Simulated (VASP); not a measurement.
# Ir (P6_3/mmc) in VASP: notebook

Runs on Ir. Level: PBE. Tasks: relaxation of cell and atoms.

Everything below comes from runs of VASP 6.6.1. Logs are shortened: lines on timing, memory, paths and dates and some standing lists are left out, and cuts for length are marked.

## Step 1: The cell of the first run

Symmetry: P6_3/mmc, No. 194, hexagonal system. Conventional cell: a = 2.710 Å, b = 2.710 Å, c = 4.425 Å, α = 90.00°, β = 90.00°, γ = 120.00°. Within 3.6 Å of Ir (site symmetry -6m2) lie 12 Ir at 2.71 Å.

## Step 2: Relaxation of cell and atoms, PBE

INCAR reads:

```
ALGO = Normal
EDIFF = 1E-6
EDIFFG = -0.03
ENCUT = 600
GGA = PE
IBRION = 2
ISIF = 3
ISMEAR = 1
LASPH = True
LCHARG = False
LREAL = False
LWAVE = False
NELM = 80
NSW = 80
PREC = Accurate
SIGMA = 0.05
```

KPOINTS reads:

```
k-points
0
Gamma
  7 7 4
```

POSCAR reads:

```
Ir
1.0
    2.7100000000      0.0000000000      0.0000000000
   -1.3550000000      2.3469288443      0.0000000000
    0.0000000000      0.0000000000      4.4254300000
Ir
2
Direct
    0.3333333333      0.6666666667      0.2500000000
    0.6666666667      0.3333333333      0.7500000000
```

Potentials or basis: VASP PAW PBE potentials, release 64 (Ir).

The run is started by

```bash
cat potpaw_PBE.64/Ir/POTCAR > POTCAR
mpirun -np 1 vasp_std > vasp.out
```

OUTCAR:

```text
EDIFF = 1E-6
   EDIFFG = -0.03
   ENCUT = 600
   GGA = PE
   IBRION = 2
   ISIF = 3
   ISMEAR = 1
   LASPH = True
   LREAL = False
   NELM = 80
   NSW = 80
   PREC = Accurate

 ion  position               nearest neighbor table
   1  0.333  0.667  0.250-   2 2.71   2 2.71   2 2.71   2 2.71   2 2.71   2 2.71
   2  0.667  0.333  0.750-   1 2.71   1 2.71   1 2.71   1 2.71   1 2.71   1 2.71

  LATTYP: Found a hexagonal cell.
 ALAT       =     2.7100000000
 C/A-ratio  =     1.6330000000

  Lattice vectors:

 A1 = (   2.7100000000,   0.0000000000,   0.0000000000)
 A2 = (  -1.3550000000,   2.3469288443,   0.0000000000)
 A3 = (   0.0000000000,   0.0000000000,   4.4254300000)

Analysis of symmetry for initial positions (statically):
=====================================================================
 Subroutine PRICEL returns:
 Original cell was already a primitive cell.

 Routine SETGRP: Setting up the symmetry group for a
 hexagonal supercell.

 Subroutine GETGRP returns: Found 24 space group operations
 (whereof 12 operations were pure point group operations)
 out of a pool of 24 trial point group operations.

The static configuration has the point symmetry D_3d.
 The point group associated with its full space group is D_6h.

Analysis of symmetry for dynamics (positions and initial velocities):
=====================================================================
 Subroutine PRICEL returns:
 Original cell was already a primitive cell.

 Routine SETGRP: Setting up the symmetry group for a
 hexagonal supercell.

 Subroutine GETGRP returns: Found 24 space group operations
 (whereof 12 operations were pure point group operations)
 out of a pool of 24 trial point group operations.

The dynamic configuration has the point symmetry D_3d.
 The point group associated with its full space group is D_6h.

 Subroutine INISYM returns: Found 24 space group operations
 (whereof 12 operations are pure point group operations),
 and found     1 'primitive' translations

----------------------------------------------------------------------------------------

                                     Primitive cell

  volume of cell :      28.1465

  direct lattice vectors                    reciprocal lattice vectors
     2.710000000  0.000000000  0.000000000     0.369003690  0.213044380  0.000000000
    -1.355000000  2.346928844  0.000000000     0.000000000  0.426088760  0.000000000
     0.000000000  0.000000000  4.425430000     0.000000000  0.000000000  0.225966742

  length of vectors
     2.710000000  2.710000000  4.425430000     0.426088760  0.426088760  0.225966742

  position of ions in fractional coordinates (direct lattice)
     0.333333333  0.666666667  0.250000000
     0.666666667  0.333333333  0.750000000

  ion indices of the primitive-cell ions
   primitive index   ion index
                 1           1
                 2           2

----------------------------------------------------------------------------------------

 KPOINTS: k-points

Automatic generation of k-mesh.
 Grid dimensions read from file:
 generate k-points for:    7    7    4

 Generating k-lattice:

  Cartesian coordinates                     Fractional coordinates (reciprocal lattice)
     0.052714813  0.030434911  0.000000000     0.142857143  0.000000000  0.000000000
     0.000000000  0.060869823  0.000000000     0.000000000  0.142857143  0.000000000
     0.000000000  0.000000000  0.056491686     0.000000000  0.000000000  0.250000000

  Length of vectors
     0.060869823  0.060869823  0.056491686

  Shift w.r.t. Gamma in fractional coordinates (k-lattice)
     0.000000000  0.000000000  0.000000000

 Subroutine IBZKPT returns following result:
 ===========================================

 Found     24 irreducible k-points:

 Following reciprocal coordinates:
            Coordinates               Weight
  0.000000  0.000000  0.000000      1.000000
  0.142857 -0.000000  0.000000      6.000000
  0.285714  0.000000  0.000000      6.000000
  0.428571  0.000000  0.000000      6.000000
  0.142857  0.142857  0.000000      6.000000
  0.285714  0.142857  0.000000     12.000000
[... 16 lines left out ...]
  0.428571  0.142857  0.500000      6.000000
  0.285714  0.285714  0.500000      6.000000
   k-points           NKPTS =     24   k-points in BZ     NKDIM =     24   number of bands    NBANDS=     13
   number of dos      NEDOS =    301   number of ions     NIONS =      2
   total plane-waves  NPLWV =  20736
   dimension x,y,z NGX =    24 NGY =   24 NGZ =   36
   dimension x,y,z NGXF=    48 NGYF=   48 NGZF=   72
   ions per type =               2
   NGX,Y,Z   is equivalent  to a cutoff of  14.72, 14.72, 13.52 a.u.
   NGXF,Y,Z  is equivalent  to a cutoff of  29.45, 29.45, 27.05 a.u.
 SYSTEM =  unknown system
   PREC   = accura    normal or accurate (medium, high low for compatibility)
   ISTART =      0    job   : 0-new  1-cont  2-samecut
   ICHARG =      2    charge: 1-file 2-atom 10-const
   ISPIN  =      1    spin polarized calculation?
   LNONCOLLINEAR =      F non collinear calculations
   LSORBIT =      F    spin-orbit coupling
   LASPH  =      T    aspherical Exc in radial PAW
   ENCUT  =  600.0 eV  44.10 Ry    6.64 a.u.   5.41  5.41  8.84*2*pi/ulx,y,z
   NELM   =     80;   NELMIN=  2; NELMDL= -5     # of ELM steps
   EDIFF  = 0.1E-05   stopping-criterion for ELM
   LREAL  =      F    real-space projection
   EDIFFG = -.3E-01   stopping-criterion for IOM
   NSW    =     80    number of steps for IOM
   IBRION =      2    ionic relax: 0-MD 1-quasi-New 2-CG
   NFREE  =      1    steps in history (QN), initial steepest desc. (CG)
   ISIF   =      3    stress and relaxation
   ISYM   =      2    0-nonsym 1-usesym 2-fastsym
   POTIM  = 0.5000    time-step for ionic-motion
   TEBEG  =    0.0;   TEEND  =   0.0 temperature during run
   PSTRESS=    0.0 pullay stress
   NELECT =      18.0000    total number of electrons
   NUPDOWN=      -1.0000    fix difference up-down
   EMIN   =  10.00;   EMAX   =-10.00  energy-range for DOS
   EFERMI =   0.00;   METHOD = LEGACY
   ISMEAR =     1;   SIGMA  =   0.05  broadening in eV -4-tet -1-fermi 0-gaus
   EFERMI_NEDOS =   21; number of points for ismear=-14 and -15
   IALGO  =     38    algorithm
   IMIX   =      4    mixing-type and parameters
     AMIX     =   0.40;   BMIX     =  1.00
     AMIX_MAG =   1.60;   BMIX_MAG =  1.00
  volume/ion in A,a.u.               =      14.07        94.97
  Fermi-wavevector in a.u.,A,eV,Ry     =   1.410449  2.665362 27.066979  1.989367
  Thomas-Fermi vector in A             =   2.532402
   LORBIT       =      0    0 simple, 1 ext, 2 COOP (PROOUT), +10 PAW based schemes
   GGA     = PE    functional components
   LHFCALC =     F    Hartree Fock is set to
   AEXX    =    0.0000 exact exchange contribution
   IVDW    =     0    specifies the selected vdW correction
   LEPSILON=     F    determine dielectric tensor
   LRPA    =     F    only Hartree local field effects (RPA)
 conjugate gradient relaxation of ions
 non-spin polarized calculation
 Methfessel and Paxton  Order N= 1 SIGMA  =   0.05
  energy-cutoff  :      600.00
  volume of cell :       28.15
 maximum number of plane-waves:       966
 NGX is ok and might be reduce to    24
   NGX = 11   NGY = 11   NGZ = 17

--------------------------------------- Ionic step        1  -------------------------------------------

 number of electron      18.0000001 magnetization

 Free energy of the ion-electron system (eV)
  ---------------------------------------------------
  ext. energy  EPLUGINS =         0.00000000
  ---------------------------------------------------
  free energy    TOTEN  =       -17.63075713 eV

  energy without entropy =      -17.63001544  energy(sigma->0) =      -17.63050990

------------------------ aborting loop because EDIFF is reached ----------------------------------------

  FORCE on cell =-STRESS in cart. coord.  units (eV):
  Direction    XX          YY          ZZ          XY          YZ          ZX
  --------------------------------------------------------------------------------------
  -------------------------------------------------------------------------------------
  Total        2.1042073      2.1042073      2.3137449      0.0000000      0.0000000      0.0000000
  in kB      119.7772694    119.7772694    131.7047279      0.0000000      0.0000000      0.0000000
  external PRESSURE =     123.7530889 kB  Pullay stress =       0.0000000 kB
[... 21 lines left out ...]
  energy  without entropy=      -17.6300154412  energy(sigma->0) =      -17.63050990

--------------------------------------- Ionic step        2  -------------------------------------------

 number of electron      17.9999997 magnetization

 E-fermi :   8.2214     XC(G=0): -13.1195

 val. band max:        7.9518466678   @ k =   0.1429  -0.0000   0.5000
 cond. band min:       8.2257392065   @ k =   0.2857   0.1429   0.0000
 fundamental gap:      0.2738925387
 Fermi energy:         8.2214183842

 k-point     1 :       0.0000    0.0000    0.0000
  band No.  band energies     occupation
      1      -1.5805      2.00000
      2       1.3507      2.00000
      3       4.8735      2.00000
      4       5.0461      2.00000
      5       5.0461      2.00000
      6       5.5348      2.00000
      7       5.5348      2.00000
      8       6.2932      2.00000
      9       6.2932      2.00000
     10       7.6270      2.00000
     11       8.3208     -0.01668
     12       8.3208     -0.01668
     13      13.7590      0.00000
[... 435 lines left out ...]
  energy  without entropy=      -17.6647097973  energy(sigma->0) =      -17.66524387

--------------------------------------- Ionic step        4  -------------------------------------------

 number of electron      17.9999999 magnetization

 Free energy of the ion-electron system (eV)
  ---------------------------------------------------
  ext. energy  EPLUGINS =         0.00000000
  ---------------------------------------------------
  free energy    TOTEN  =       -17.66561778 eV

  energy without entropy =      -17.66482039  energy(sigma->0) =      -17.66535198

 E-fermi :  10.1892     XC(G=0): -13.8245

 val. band max:        9.8844807180   @ k =   0.1429  -0.0000   0.5000
 cond. band min:      10.1892355121   @ k =   0.2857   0.1429   0.0000
 fundamental gap:      0.3047547941
 Fermi energy:        10.1891895738

 k-point     1 :       0.0000    0.0000    0.0000
  band No.  band energies     occupation
      1      -0.8908      2.00000
      2       2.1196      2.00000
      3       6.1844      2.00000
      4       6.3452      2.00000
      5       6.3452      2.00000
      6       6.9567      2.00000
      7       6.9567      2.00000
      8       7.8327      2.00000
      9       7.8327      2.00000
     10       9.2316      2.00000
     11      10.3208     -0.00126
     12      10.3208     -0.00126
     13      16.7794      0.00000
[... 395 lines left out ...]
  FREE ENERGIE OF THE ION-ELECTRON SYSTEM (eV)
  ---------------------------------------------------
  free  energy   TOTEN  =       -17.6656177841 eV

  energy  without entropy=      -17.6648203864  energy(sigma->0) =      -17.66535198

 reached required accuracy - stopping structural energy minimisation
```

Wall time 14 s (1 thread of Intel Xeon 6975P-C (Granite Rapids), shared host); peak memory 0.16 GiB.

Results:

```yaml
Free_energy: -17.6656 eV
Relaxed_volume: 14.54 Å³/atom
Relaxed_cell: a = 2.739 Å, b = 2.739 Å, c = 4.477 Å, α = 90.00°, β = 90.00°, γ = 120.00°
Space_group_after_relaxing_to_0.05_Å: P6_3/mmc (No. 194)
Energy_gained_by_relaxing: 17.4 meV/atom
Ionic_steps: 4
Pressure_after_relaxing: 0.0 GPa
Band_gap_on_the_k_mesh: zero (band 9 reaches 10.82 eV, above the bottom of band 10 at 7.79 eV)
```

Step by step:
```tsv
step	energy change (eV)	largest force (eV/Å)	pressure (GPa)	volume (Å³)
1	0.0000	0.0000	12.38	28.15
2	0.3722	0.0000	-30.78	32.81
3	-0.0348	0.0000	-0.64	29.13
4	-0.0349	0.0000	-0.04	29.08
```

Final structure:
```cif
data_structure
_symmetry_space_group_name_H-M 'P 1'
_symmetry_Int_Tables_number 1
_cell_length_a 2.7388
_cell_length_b 2.7388
_cell_length_c 4.4771
_cell_angle_alpha 90.000
_cell_angle_beta 90.000
_cell_angle_gamma 120.000
_cell_volume 29.08
loop_
_atom_site_label
_atom_site_type_symbol
_atom_site_fract_x
_atom_site_fract_y
_atom_site_fract_z
_atom_site_occupancy
Ir1 Ir 0.33333 0.66667 0.25000 1
Ir2 Ir 0.66667 0.33333 0.75000 1
```

Caveat: the k points lie up to 0.38 Å⁻¹ apart in the final cell; spin-orbit coupling is left out, which moves the levels of the heavy elements.

## Step 3: Relaxation of cell and atoms, PBE, target pressure 5 GPa, at which the enthalpy is minimised

INCAR reads:

```
PREC = Accurate
ENCUT = 600
EDIFF = 1E-6
ISMEAR = 1
SIGMA = 0.05
LREAL = False
LASPH = True
NELM = 100
ALGO = Normal
ISIF = 3
LWAVE = False
LCHARG = False
GGA = PE
IBRION = 2
NSW = 80
EDIFFG = -0.03
PSTRESS = 50.0
```

KPOINTS reads:

```
Automatic mesh
0
Gamma
  7 7 4
```

POSCAR is that of step 2.

Potentials or basis: VASP PAW PBE potentials, release 64 (Ir).

The run is started by

```bash
cat potpaw_PBE.64/Ir/POTCAR > POTCAR
mpirun -np 1 vasp_std > vasp.out
```

Wall time 17 s (1 thread of Intel Xeon 6975P-C (Granite Rapids), shared host); peak memory 0.16 GiB.

Results (log left out):

- Free energy: -17.6592 eV
- Relaxed volume: 14.33 Å³/atom
- Relaxed cell: a = 2.724 Å, b = 2.724 Å, c = 4.462 Å, α = 90.00°, β = 90.00°, γ = 120.00°
- Space group after relaxing (to 0.05 Å): P6_3/mmc (No. 194)
- Energy change on relaxing (the enthalpy is what falls): -14.2 meV/atom
- Ionic steps: 6
- Pressure after relaxing: 5.2 GPa
- Band gap on the k mesh: zero (band 9 reaches 11.09 eV, above the bottom of band 10 at 7.99 eV)

Stress tensor (GPa, compression positive):
```
5.30 0.00 0.00
0.00 5.30 0.00
0.00 0.00 4.86
```

The path:
```csv
step,energy change (eV),largest force (eV/Å),pressure (GPa),volume (Å³)
1,0.0000,0.0000,12.38,28.15
2,0.0716,0.0000,-17.86,30.87
3,-0.0293,0.0000,4.75,28.70
4,-0.0288,0.0000,4.96,28.68
5,-0.0285,0.0000,5.12,28.67
6,-0.0284,0.0000,5.15,28.67
```

Final structure:
```xyz
2
Lattice="2.7239 0.0000 0.0000 -1.3619 2.3589 0.0000 0.0000 0.0000 4.4618" Properties=species:S:1:pos:R:3 pbc="T T T"
Ir    0.0000    1.5726    1.1154
Ir    1.3619    0.7863    3.3463
```

Levels at points of the mesh, in eV from the Fermi level:
```tsv
k point	band 7	band 8	band 9	band 10	band 11	band 12
(0.00, 0.00, 0.00)	-3.32	-2.40	-2.40	-1.03	0.13	0.13
(0.00, 0.00, 0.50)	-4.03	-4.03	-0.61	-0.61	-0.61	-0.61
```

Caveat: the k points lie up to 0.38 Å⁻¹ apart in the final cell; the cell is relaxed towards a set pressure, so the enthalpy falls and the energy may rise; spin-orbit coupling is left out, which moves the levels of the heavy elements.
